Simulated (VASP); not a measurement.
## Si8Ni8O (a cell with a defect): single point with LDA

The system is Si8Ni8O (a cell with a defect).

```
Si Ni O
1.0
     0.00000    3.39706    5.59850
     5.13841    0.00000    5.59850
     5.13841    3.39706    0.00000
Si Ni O
8 8 1
Direct
  0.20954 0.34025 0.46879
  0.75340 0.83520 0.98390
  0.29143 0.15531 0.04182
  0.74719 0.66080 0.52516
  0.13917 0.77412 0.57090
  0.68823 0.23288 0.06729
  0.36085 0.72217 0.93868
  0.81213 0.26248 0.44064
  0.21456 0.48652 0.02630
  0.69320 0.98855 0.52920
  0.28646 0.00928 0.48345
  0.80639 0.50788 0.97965
  0.02959 0.77441 0.23961
  0.42355 0.35307 0.65315
  0.47081 0.72133 0.27010
  0.07670 0.14265 0.85856
  0.75219 0.24628 0.75301
```

```yaml
Program: VASP 6.6.1
Task: single point
Functional: LDA
Potentials_or_basis: VASP PAW LDA potentials, release 64 (Si, Ni, O)
Cutoff: 520 eV
k_mesh: 4 × 4 × 4
Occupations: methfessel-paxton, width 0.1 eV
Spin: no spin polarisation
```

```json
{"Pressure": "-0.4 GPa", "Largest force": "0.250 eV/Å", "Band gap on the k mesh": "zero (bands 59 and 60 overlap by 0.40 eV)"}
```

Forces in eV/Å, atoms in the order of the input:
```
Si  -0.074  0.120  0.072
Si  -0.185  0.036 -0.058
Si   0.068 -0.123 -0.090
Si   0.182 -0.031  0.048
Si  -0.193  0.025 -0.036
Si  -0.235  0.005  0.084
Si   0.196 -0.025  0.043
Si   0.209 -0.005 -0.070
Ni  -0.014  0.003  0.026
Ni  -0.041  0.047  0.088
Ni   0.016  0.000 -0.027
Ni   0.050 -0.039 -0.093
Ni  -0.024  0.048 -0.031
Ni  -0.033  0.083  0.111
Ni   0.021 -0.052  0.034
Ni   0.014 -0.124 -0.108
O    0.044  0.033  0.005
```

Stress tensor (GPa, compression positive):
```
-6.12  1.40  2.66
 1.40  0.28  1.87
 2.66  1.87  4.75
```

Levels at points of the mesh, in eV from the Fermi level:
```tsv
k point	band 57	band 58	band 59	band 60	band 61	band 62
(0.00, 0.00, 0.00)	-1.07	-0.46	-0.35	0.48	0.75	1.51
(0.50, 0.00, 0.00)	-0.86	-0.55	-0.23	-0.07	0.47	0.71
(0.00, 0.00, 0.50)	-0.79	-0.51	-0.32	0.04	0.30	0.80
(0.50, 0.50, 0.50)	-0.81	-0.71	-0.45	-0.08	0.33	0.71
(0.00, 0.50, 0.00)	-0.85	-0.50	-0.33	-0.10	0.57	0.76
(0.50, 0.50, 0.00)	-0.82	-0.36	-0.23	0.08	0.20	0.34
(0.50, 0.00, 0.50)	-0.64	-0.60	-0.41	0.54	0.91	1.00
(0.00, 0.50, 0.50)	-0.76	-0.41	0.29	0.40	0.58	0.93
```

Run time: 38 min on 1 thread of Intel Xeon 8259CL, on a shared host, peak memory 0.53 GiB.

Caveat: the run has no spin polarisation, though such a crystal can be magnetic. Spin polarisation is off, so any magnetic state and its effect on volume and gap are missing.
